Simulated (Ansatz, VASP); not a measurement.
**Two plane-wave programs on Mg**

```
Mg
1.0
     0.00000    2.30613    2.30613
     2.30613    0.00000    2.30613
     2.30613    2.30613    0.00000
Mg
1
Direct
  0.00000 0.00000 0.00000
```

Alike in both runs: task single point; functional r2SCAN; k mesh 14 × 14 × 14; occupations fermi-dirac, width 0.1 eV; no spin polarisation.

```csv
,VASP,Ansatz
version,VASP 6.6.1,Ansatz 0.2.0
potentials or method,"VASP PAW PBE potentials, release 64 (Mg), cutoff 520 eV","plane waves (500 eV) with PAW, scalar-relativistic"
valence electrons in the cell,2,10
```

Ansatz gave:

| Item | Value |
| --- | --- |
| pressure (GPa) | -2.5 |

Problem. Estimate VASP's values.

Solution. Pressure (GPa): -2.7.

VASP's potentials were made for PBE, not for r2SCAN. With one functional, cell and mesh, what is left measures potentials, basis and numerics. VASP's potentials hold 2 valence electrons a cell and Ansatz's 10, so a difference there can come from the potentials and not from the codes.
